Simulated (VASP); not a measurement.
# Al2Cu (P4/mmm) in VASP: a series of runs

Al2Cu is run at these levels: PBEsol; tasks: single point.

All numbers are computed with VASP 6.6.1; they aren't measurements. Logs are shortened: lines on timing, memory, paths and dates and some standing lists are left out, and cuts for length are marked.

### Step 1. The cell of the first run

Symmetry: P4/mmm, No. 123, tetragonal system. The conventional cell has a = 4.105 Å, b = 4.105 Å, c = 2.891 Å, α = 90.00°, β = 90.00°, γ = 90.00°. Within 3.3 Å of Al (site symmetry mmm) lie 4 Cu at 2.51 Å and 6 Al at 2.89 to 2.90 Å. Cu (site symmetry 4/mmm) has 8 Al at 2.51 Å and 2 Cu at 2.89 Å within 3.3 Å.

### Step 2. Single point, PBEsol

INCAR

```
SYSTEM = Al2Cu
ALGO     = Normal         ! electronic algorithm
EDIFF    = 1E-7           ! SCF threshold, eV
ENCUT    = 520            ! plane-wave cutoff, eV
GGA      = PS             ! functional
ISIF     = 2              ! what is computed and relaxed
ISMEAR   = 0              ! smearing method
LASPH    = .TRUE.         ! aspherical terms in the spheres
LCHARG   = .FALSE.        ! write CHGCAR
LREAL    = .FALSE.        ! projectors in reciprocal space
LWAVE    = .FALSE.        ! write WAVECAR
NBANDS   = 16             ! bands
NELM     = 60             ! most SCF steps
PREC     = Accurate       ! precision mode
SIGMA    = 0.1            ! smearing width, eV
```

KPOINTS

```
k-points
0
G
  6 6 8
  0 0 0
```

POSCAR

```
Al2Cu
1.0
    4.1051820000      0.0000000000      0.0000000000
    0.0000000000      4.1051820000      0.0000000000
    0.0000000000      0.0000000000      2.8913130000
Al Cu
2 1
Direct
    0.5000000000      0.0000000000      0.5000000000
    0.0000000000      0.5000000000      0.5000000000
    0.0000000000      0.0000000000      0.0000000000
```

Potentials or basis: VASP PAW PBE potentials, release 64 (Al, Cu).

Started as:

```bash
$ cat potpaw_PBE.64/Al/POTCAR potpaw_PBE.64/Cu/POTCAR > POTCAR
$ mpirun -np 1 vasp_std > vasp.out
```

OUTCAR:

```text
SYSTEM = Al2Cu
   EDIFF = 1E-7
   ENCUT = 520
   GGA = PS
   ISIF = 2
   ISMEAR = 0
   LASPH = .TRUE.
   LREAL = .FALSE.
   NELM = 60
   PREC = Accurate

 ion  position               nearest neighbor table
   1  0.500  0.000  0.500-   3 2.51   3 2.51   3 2.51   3 2.51   2 2.90   2 2.90   2 2.90   2 2.90

   2  0.000  0.500  0.500-   3 2.51   3 2.51   3 2.51   3 2.51   1 2.90   1 2.90   1 2.90   1 2.90

   3  0.000  0.000  0.000-   1 2.51   2 2.51   1 2.51   2 2.51   2 2.51   2 2.51   1 2.51   1 2.51

  LATTYP: Found a simple tetragonal cell.
 ALAT       =     4.1051820000
 C/A-ratio  =     0.7043081159

  Lattice vectors:

 A1 = (   4.1051820000,   0.0000000000,   0.0000000000)
 A2 = (   0.0000000000,   4.1051820000,   0.0000000000)
 A3 = (   0.0000000000,   0.0000000000,   2.8913130000)

Analysis of symmetry for initial positions (statically):
=====================================================================
 Subroutine PRICEL returns:
 Original cell was already a primitive cell.

 Routine SETGRP: Setting up the symmetry group for a
 simple tetragonal supercell.

 Subroutine GETGRP returns: Found 16 space group operations
 (whereof 16 operations were pure point group operations)
 out of a pool of 16 trial point group operations.

The static configuration has the point symmetry D_4h.

Analysis of symmetry for dynamics (positions and initial velocities):
=====================================================================
 Subroutine PRICEL returns:
 Original cell was already a primitive cell.

 Routine SETGRP: Setting up the symmetry group for a
 simple tetragonal supercell.

 Subroutine GETGRP returns: Found 16 space group operations
 (whereof 16 operations were pure point group operations)
 out of a pool of 16 trial point group operations.

The dynamic configuration has the point symmetry D_4h.

 Subroutine INISYM returns: Found 16 space group operations
 (whereof 16 operations are pure point group operations),
 and found     1 'primitive' translations

----------------------------------------------------------------------------------------

                                     Primitive cell

  volume of cell :      48.7259

  direct lattice vectors                    reciprocal lattice vectors
     4.105182000  0.000000000  0.000000000     0.243594559  0.000000000  0.000000000
     0.000000000  4.105182000  0.000000000     0.000000000  0.243594559  0.000000000
[... 87 lines left out ...]
   EDIFF  = 0.1E-06   stopping-criterion for ELM
   LREAL  =      F    real-space projection
   EDIFFG = 0.1E-05   stopping-criterion for IOM
   NSW    =      0    number of steps for IOM
   IBRION =     -1    ionic relax: 0-MD 1-quasi-New 2-CG
   NFREE  =      0    steps in history (QN), initial steepest desc. (CG)
   ISIF   =      2    stress and relaxation
   ISYM   =      2    0-nonsym 1-usesym 2-fastsym
   POTIM  = 0.5000    time-step for ionic-motion
   TEBEG  =    0.0;   TEEND  =   0.0 temperature during run
   PSTRESS=    0.0 pullay stress
   NELECT =      17.0000    total number of electrons
   NUPDOWN=      -1.0000    fix difference up-down
   EMIN   =  10.00;   EMAX   =-10.00  energy-range for DOS
   EFERMI =   0.00;   METHOD = LEGACY
   ISMEAR =     0;   SIGMA  =   0.10  broadening in eV -4-tet -1-fermi 0-gaus
   EFERMI_NEDOS =   21; number of points for ismear=-14 and -15
   IALGO  =     38    algorithm
   IMIX   =      4    mixing-type and parameters
     AMIX     =   0.40;   BMIX     =  1.00
     AMIX_MAG =   1.60;   BMIX_MAG =  1.00
  volume/ion in A,a.u.               =      16.24       109.61
  Fermi-wavevector in a.u.,A,eV,Ry     =   1.152492  2.177894 18.071765  1.328237
  Thomas-Fermi vector in A             =   2.289142
   LORBIT       =      0    0 simple, 1 ext, 2 COOP (PROOUT), +10 PAW based schemes
   GGA     = PS    functional components
   LHFCALC =     F    Hartree Fock is set to
   AEXX    =    0.0000 exact exchange contribution
   IVDW    =     0    specifies the selected vdW correction
   LEPSILON=     F    determine dielectric tensor
   LRPA    =     F    only Hartree local field effects (RPA)
 non-spin polarized calculation
 Gauss-broadening in eV      SIGMA  =   0.10
  energy-cutoff  :      520.00
  volume of cell :       48.73
 maximum number of plane-waves:      1339
 NGX is ok and might be reduce to    32
   NGX = 15   NGY = 15   NGZ = 11

 number of electron      16.9999979 magnetization

 Free energy of the ion-electron system (eV)
  ---------------------------------------------------
  ext. energy  EPLUGINS =         0.00000000
  ---------------------------------------------------
  free energy    TOTEN  =       -12.54962073 eV

  energy without entropy =      -12.54272381  energy(sigma->0) =      -12.54617227

 E-fermi :   7.1450     XC(G=0): -10.4860

 val. band max:        7.1312909214   @ k =   0.0000   0.0000   0.1250
 cond. band min:       7.1621334629   @ k =   0.5000   0.3333   0.5000
 fundamental gap:      0.0308425414
 Fermi energy:         7.1450327384

 k-point     1 :       0.0000    0.0000    0.0000
  band No.  band energies     occupation
      1      -3.4633      2.00000
      2       1.6626      2.00000
      3       2.1697      2.00000
      4       2.8314      2.00000
      5       3.0168      2.00000
      6       3.0168      2.00000
[... 433 lines left out ...]
      3       2.3964      2.00000
      4       2.4762      2.00000
      5       2.7751      2.00000
      6       2.8679      2.00000
[... 8 lines left out ...]
     15      16.8368      0.00000
     16      16.9525      0.00000

 [... further k-points ...]

------------------------ aborting loop because EDIFF is reached ----------------------------------------

  FORCE on cell =-STRESS in cart. coord.  units (eV):
  Direction    XX          YY          ZZ          XY          YZ          ZX
  --------------------------------------------------------------------------------------
  -------------------------------------------------------------------------------------
  Total       -0.3691747     -0.3691747     -1.0897768      0.0000000     -0.0000000      0.0000000
  in kB      -12.1389902    -12.1389902    -35.8334135      0.0000000     -0.0000000      0.0000000
  external PRESSURE =     -20.0371313 kB  Pullay stress =       0.0000000 kB

 VOLUME and BASIS-vectors are now :
 -----------------------------------------------------------------------------
  energy-cutoff  :      520.00
  volume of cell :       48.73
      direct lattice vectors                 reciprocal lattice vectors
     4.105182000  0.000000000  0.000000000     0.243594559  0.000000000  0.000000000
     0.000000000  4.105182000  0.000000000     0.000000000  0.243594559  0.000000000
     0.000000000  0.000000000  2.891313000     0.000000000  0.000000000  0.345863627

 POSITION                                       TOTAL-FORCE (eV/Angst)
 -----------------------------------------------------------------------------------
      2.05259      0.00000      1.44566         0.000000      0.000000      0.000000
      0.00000      2.05259      1.44566         0.000000      0.000000      0.000000
      0.00000      0.00000      0.00000         0.000000      0.000000      0.000000
 -----------------------------------------------------------------------------------
    total drift:                                0.000000     -0.000000      0.000000

  FREE ENERGIE OF THE ION-ELECTRON SYSTEM (eV)
  ---------------------------------------------------
  free  energy   TOTEN  =       -12.5496207330 eV

  energy  without entropy=      -12.5427238072  energy(sigma->0) =      -12.54617227
```

OSZICAR:

```text
N       E                     dE             d eps       ncg     rms          rms(c)
DAV:   1     0.607814499451E+02    0.60781E+02   -0.69289E+03  1608   0.111E+03
DAV:   2    -0.121858496323E+02   -0.72967E+02   -0.64299E+02  1680   0.198E+02
DAV:   3    -0.148292290765E+02   -0.26434E+01   -0.25754E+01  2224   0.423E+01
DAV:   4    -0.148892078572E+02   -0.59979E-01   -0.59959E-01  1984   0.552E+00
DAV:   5    -0.148917162346E+02   -0.25084E-02   -0.25083E-02  2488   0.123E+00    0.144E+01
DAV:   6    -0.168353242345E+02   -0.19436E+01   -0.38731E+01  1792   0.209E+02    0.118E+01
DAV:   7    -0.127181943595E+02    0.41171E+01   -0.10280E+01  1976   0.820E+01    0.234E+00
DAV:   8    -0.126219783937E+02    0.96216E-01   -0.14522E+00  2352   0.346E+01    0.229E+00
DAV:   9    -0.125489991295E+02    0.72979E-01   -0.27500E-01  2024   0.164E+01    0.245E-01
DAV:  10    -0.125518898029E+02   -0.28907E-02   -0.20301E-02  2416   0.406E+00    0.342E-01
DAV:  11    -0.125497343735E+02    0.21554E-02   -0.87475E-03  2120   0.320E+00    0.727E-02
DAV:  12    -0.125496465797E+02    0.87794E-04   -0.57125E-04  2568   0.426E-01    0.369E-02
DAV:  13    -0.125496217452E+02    0.24834E-04   -0.44403E-05  2416   0.204E-01    0.103E-02
DAV:  14    -0.125496207872E+02    0.95800E-06   -0.11196E-05  2544   0.852E-02    0.470E-03
DAV:  15    -0.125496207330E+02    0.54185E-07   -0.50394E-07  2024   0.103E-02
   1 F= -.12549621E+02 E0= -.12546172E+02  d E =-.689693E-02
```

Wall time 38 s (1 thread of Intel Xeon 8259CL, shared host); peak memory 0.18 GiB.

Results:

```
Free energy            : -12.5496 eV
Pressure               : -2.0 GPa
Band gap on the k mesh : zero (an odd number of electrons rules out a gap without spin polarisation)
```

Caveat: the PAW data sets were made with another functional, which shifts forces and pressure a little.

[end of part 1 of 2]
